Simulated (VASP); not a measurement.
BeTe, 2 atoms in the cell. The structure is cubic, space group F-43m (No. 216). Conventional cell: a = 5.503 Å, b = 5.503 Å, c = 5.503 Å, α = 90.00°, β = 90.00°, γ = 90.00°. Within 3.1 Å of Te (site symmetry -43m) lie 4 Be at 2.38 Å. Within 3.1 Å of Be (site symmetry -43m) lie 4 Te at 2.38 Å. 

| Item | Value |
| --- | --- |
| Program | VASP 6.6.1 |
| Task | single point |
| Functional | PBEsol |
| Dispersion | D3(BJ) |
| Potentials or basis | VASP PAW PBE potentials, release 64 (Te, Be) |
| Cutoff | 520 eV |
| k mesh | 8 × 8 × 8 |
| Occupations | fermi-dirac, width 0.05 eV |
| Spin | no spin polarisation |
| Dipole correction | no |
| Further INCAR settings | ALGO = Normal; EDIFF = 1e-06; NBANDS = 11 |

Potentials or basis: VASP PAW PBE potentials, release 64 (Te, Be).

Command:

```sh
$ cat potpaw_PBE.64/Te/POTCAR potpaw_PBE.64/Be/POTCAR > POTCAR
$ mpirun -np 1 vasp_std > vasp.out
```

Hardware: 1 thread of Intel(R) Xeon(R) Platinum 8259CL CPU @ 2.50GHz (Skylake/Cascade Lake), with other jobs on the host.

Problem. Estimate the wall time of this run.

Solution. It took 14 s on 1 thread of Intel(R) Xeon(R) Platinum 8259CL CPU @ 2.50GHz (Skylake/Cascade Lake), with other jobs on the host, peak memory 0.18 GiB. Counts: scf iterations 11, k points 29.
